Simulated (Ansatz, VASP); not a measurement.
## Two plane-wave programs on CaH4

INCAR

```
SYSTEM = CaH4
  ALGO = Normal
  EDIFF = 1E-6
  ENCUT = 500
  GGA = PS
  GGA_COMPAT = .FALSE.
  ISIF = 2
  ISMEAR = 0
  LASPH = .TRUE.
  LCHARG = .TRUE.
  LELF = .TRUE.
  LREAL = .FALSE.
  LVHAR = .TRUE.
  LWAVE = .FALSE.
  NBANDS = 15
  NELM = 120
  PREC = Accurate
  SIGMA = 0.03
```

The input KPOINTS:

```
k-points
0
G
  10 10 10
  0 0 0
```

POSCAR

```
CaH4
1.0
   -1.6423997432      1.6423997432      2.7535200863
    1.6423997432     -1.6423997432      2.7535200863
    1.6423997432      1.6423997432     -2.7535200863
Ca H
1 4
Direct
    0.0000000000      0.0000000000      0.0000000000
    0.7500000000      0.2500000000      0.5000000000
    0.2500000000      0.7500000000      0.5000000000
    0.4224873150      0.4224873150      0.0000000000
    0.5775126850      0.5775126850      0.0000000000
```

Input for Ansatz:

```yaml
crystal:
  lattice:
    - [-1.6423997432, 1.6423997432, 2.7535200863]
    - [1.6423997432, -1.6423997432, 2.7535200863]
    - [1.6423997432, 1.6423997432, -2.7535200863]
  atoms:
    - { symbol: Ca, position: [0.0, 0.0, 0.0] }
    - { symbol: H, position: [0.75, 0.25, 0.5] }
    - { symbol: H, position: [0.25, 0.75, 0.5] }
    - { symbol: H, position: [0.422487315, 0.422487315, 0.0] }
    - { symbol: H, position: [0.577512685, 0.577512685, 0.0] }
scf:
  occupations: { method: gaussian, width: 0.03 }
output:
  forces: true
  stress: true
  eigenvalues: true
hamiltonian:
  xc: pbesol
basis:
  ecutwfc: 600
kpoints:
  mp_grid: { grid: [10, 10, 10] }
```

Alike in both runs: task single point; functional PBEsol; k mesh 10 × 10 × 10; occupations gaussian, width 0.03 eV; no spin polarisation.

|  | VASP | Ansatz |
| --- | --- | --- |
| version | VASP 6.6.1 | Ansatz 0.2.0 |
| potentials or method | VASP PAW PBE potentials, release 64 (Ca_sv, H), cutoff 500 eV | scalar-relativistic, plane waves, PAW |
| valence electrons in the cell | 14 | 14 |

Ansatz gave:

| Quantity | Value |
| --- | --- |
| gap on the k mesh at the Fermi level (eV) | none |
| pressure (GPa) | 23.3 |
| traceless stress, the component that is largest in VASP (GPa) | -1.83 |
| rms of the force components (eV/Å) | 0.349 |

Question: What did VASP give for the same quantities?

Answer: gap on the k mesh at the Fermi level (eV): none; pressure (GPa): 23.6; traceless stress, the component that is largest in VASP (GPa): -1.76; rms of the force components (eV/Å): 0.343.

VASP's potentials were made for PBE, not for PBEsol. Atom by atom the forces differ by 0.006 eV/Å (rms over components). A gap of «none» marks a metal or a gap that the smearing closes.
